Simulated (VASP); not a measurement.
Write the native input for VASP 6.6.1 that does the following.

* Task: single point
* Functional: PBE
* Potentials or basis: VASP PAW PBE potentials, release 64 (Cd)
* Cutoff: 520 eV
* k mesh: 18 × 18 × 18
* Occupations: gaussian, width 0.1 eV
* Spin: no spin polarisation
* Dipole correction: no
* Further INCAR settings: ALGO = Fast; EDIFF = 1e-06; NBANDS = 12

The structure of Cd lies in POSCAR:

```
Cd
1.0
    2.9967885334      0.0000000000      0.0000000000
    0.0000000000      2.9967885334      0.0000000000
    0.0000000000      0.0000000000      2.9967885334
Cd
1
Direct
    0.5000000000      0.5000000000      0.5000000000
```

One way to write it, as run:

INCAR

```
PREC = Accurate
ENCUT = 520
EDIFF = 1E-6
ISMEAR = 0
SIGMA = 0.1
LREAL = F
LASPH = T
NELM = 80
ALGO = Fast
ISIF = 2
LWAVE = F
LCHARG = T
GGA = PE
LELF = T
LVHAR = T
NBANDS = 12
```

KPOINTS

```
Automatic mesh
0
Gamma
  18 18 18
```

Potentials or basis: VASP PAW PBE potentials, release 64 (Cd).

The run is started by

```console
$ cat potpaw_PBE.64/Cd/POTCAR > POTCAR
$ mpirun -np 1 vasp_std > vasp.out
```

It gave:

The pressure is 0.3 GPa and the band gap on the k mesh is zero (band 6 reaches 5.89 eV, above the bottom of band 7 at -0.59 eV).

It took 18 s on 1 thread of Intel(R) Xeon(R) Platinum 8488C (Sapphire Rapids) (shared host), peak memory 0.18 GiB.
